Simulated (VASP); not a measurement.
A run of VASP 6.6.1:

INCAR

```
PREC = Accurate
ENCUT = 520
EDIFF = 1E-6
ISMEAR = 0
SIGMA = 0.1
LREAL = False
LASPH = True
NELM = 80
ALGO = Normal
ISIF = 2
LWAVE = False
LCHARG = False
GGA = PE
NBANDS = 14
```

KPOINTS

```
regular mesh
0
Gamma
  6 6 6
```

Contents of POSCAR:

```
BAs2
1.0
    1.4958357852      0.8636211932      5.7916497454
   -1.4958357852      0.8636211932      5.7916497454
    0.0000000000     -1.7272423865      5.7916497454
B As
1 2
Direct
    0.0000000000      0.0000000000      0.0000000000
    0.7484000000      0.7484000000      0.7484000000
    0.5849000000      0.5849000000      0.5849000000
```

Potentials or basis: VASP PAW PBE potentials, release 64 (B, As).

The run is started by

```console
$ cat potpaw_PBE.64/B/POTCAR potpaw_PBE.64/As/POTCAR > POTCAR
$ mpirun -np 1 vasp_std > vasp.out
```

Hardware: 1 thread of Intel Xeon 8259CL, with other jobs on the host.

Question: Estimate the wall time of this run.

Answer: Run time: 120 s on 1 thread of Intel Xeon 8259CL (shared host), peak memory 0.31 GiB. Counts: scf iterations 12, k points 32.
